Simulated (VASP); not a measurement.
VPtO2:

```
CELL_PARAMETERS angstrom
2.97855 0.00000 0.00000
-1.48928 2.57950 0.00000
-1.48928 0.85983 6.07321
ATOMIC_POSITIONS crystal
Pt 0.00000 0.00000 0.00000
O 0.11120 0.88880 0.33360
O 0.88880 0.11120 0.66640
V 0.50000 0.50000 0.50000
```

| Item | Value |
| --- | --- |
| Program | VASP 6.6.1 |
| Task | relaxation of cell and atoms |
| Functional | r2SCAN |
| Potentials or basis | VASP PAW PBE potentials, release 64 (Pt, O, V_sv) |
| Cutoff | 600 eV |
| k mesh | 8 × 8 × 8 |
| Occupations | methfessel-paxton, width 0.0137 eV |
| Spin | no spin polarisation |

At the start: pressure -8.1 GPa; volume 11.67 Å³/atom.

Q: Where does the relaxation end?

A: Over 13 steps the energy falls by 107.1 meV/atom and the volume is 10.72 Å³/atom (-8.1 %); space group R-3m (No. 166, to 0.1 Å) before and after.

The path:
```csv
step,energy change (eV),largest force (eV/Å),pressure (GPa),volume (Å³)
1,0.0000,0.3374,-8.14,46.66
2,-0.2484,1.3904,8.70,42.72
3,-0.2484,1.4151,9.20,42.63
4,-0.3807,0.9673,6.48,42.33
5,-0.3949,0.7376,5.53,42.18
6,-0.4248,0.2397,-0.70,43.10
7,-0.4251,0.1938,-1.25,43.19
8,-0.4276,0.1000,-0.43,43.04
9,-0.4280,0.0522,-0.03,42.96
10,-0.4282,0.0283,-0.08,42.95
11,-0.4284,0.0073,-0.16,42.93
12,-0.4284,0.0098,-0.17,42.93
13,-0.4284,0.0012,0.09,42.88
```

Final structure:
```
CELL_PARAMETERS angstrom
2.78320 0.00000 0.00000
-1.39160 2.41032 0.00000
-1.39160 0.80344 6.39257
ATOMIC_POSITIONS crystal
Pt 0.00000 0.00000 0.00000
O 0.10660 0.89340 0.31980
O 0.89340 0.10660 0.68020
V 0.50000 0.50000 0.50000
```

Caveat: the PAW data sets were made with another functional, which shifts forces and pressure a little; an odd number of electrons without spin polarisation forces a metal; a magnetic or distorted state may lie lower; the run has no spin polarisation, though such a crystal can be magnetic.
